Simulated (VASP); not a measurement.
Wanted: the native input for a VASP 6.6.1 run.

```yaml
Task: single point
Functional: PBE
Potentials_or_basis: VASP PAW PBE potentials, release 64 (Hg, Te)
Cutoff: 520 eV
k_mesh: 11 × 11 × 11
Occupations: fermi-dirac, width 0.05 eV
Spin: no spin polarisation
Dipole_correction: no
Further_INCAR_settings: ALGO = Normal; EDIFF = 1e-06; NBANDS = 16
```

The structure of HgTe (CsCl type) lies in POSCAR:

```
HgTe
1.0
    3.2791745032      0.0000000000      0.0000000000
    0.0000000000      3.2791745032      0.0000000000
    0.0000000000      0.0000000000      3.2791745032
Hg Te
1 1
Direct
    0.0000000000      0.0000000000      0.0000000000
    0.5000000000      0.5000000000      0.5000000000
```

This cell differs from its parent crystal: volume scaled by 0.64.

One way to write it, as run:

INCAR

```
SYSTEM = HgTe
  PREC = Accurate
  ENCUT = 520
  EDIFF = 1E-6
  ISMEAR = -1
  SIGMA = 0.05
  LREAL = .False.
  LASPH = .True.
  NELM = 60
  ALGO = Normal
  ISIF = 2
  LWAVE = .False.
  LCHARG = .False.
  GGA = PE
  NBANDS = 16
```

KPOINTS

```
regular mesh
0
Gamma
  11 11 11
  0 0 0
```

Potentials or basis: VASP PAW PBE potentials, release 64 (Hg, Te).

Launch:

```console
$ cat potpaw_PBE.64/Hg/POTCAR potpaw_PBE.64/Te/POTCAR > POTCAR
$ mpirun -np 1 vasp_std > vasp.out
```

Results of the run:

- Pressure: 66.8 GPa
- Band gap on the k mesh: zero (band 9 reaches 12.60 eV, above the bottom of band 10 at 9.56 eV)

Caveat: spin-orbit coupling is left out, which moves the levels of the heavy elements.

Run time: 14 s on 1 thread of Intel Xeon 8259CL, on a shared host, peak memory 0.16 GiB.
